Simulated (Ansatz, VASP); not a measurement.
## Two plane-wave programs on Y2Si2F

```
CELL_PARAMETERS angstrom
4.15513 0.00000 0.00000
-2.07756 3.59845 0.00000
0.00000 0.00000 7.96189
ATOMIC_POSITIONS crystal
Y 0.00000 0.00000 0.72342
Y 0.00000 0.00000 0.27658
Si 0.33333 0.66667 0.50000
Si 0.66667 0.33333 0.50000
F 0.00000 0.00000 0.00000
```

Alike in both runs: functional PBE; k mesh 12 × 12 × 6; occupations gaussian, width 0.1 eV; no spin polarisation.

Ansatz relaxed the structure, and its values are those at the end. VASP's run is a single point on that final structure, the one shown.

|  | VASP | Ansatz |
| --- | --- | --- |
| version | VASP 6.6.1 | Ansatz 0.2.0 |
| potentials or method | VASP PAW PBE potentials, release 64 (Y_sv, Si, F), cutoff 520 eV | scalar-relativistic, plane waves, PAW |
| valence electrons in the cell | 37 | 37 |

Ansatz gave:

```
gap on the k mesh at the Fermi level (eV) : none
pressure (GPa)                            : 0.0
rms of the force components (eV/Å)        : 0.000
```

Problem. Estimate VASP's values.

Solution. gap on the k mesh at the Fermi level (eV): none; pressure (GPa): -0.1; rms of the force components (eV/Å): 0.005.

A gap of «none» marks a metal or a gap that the smearing closes.
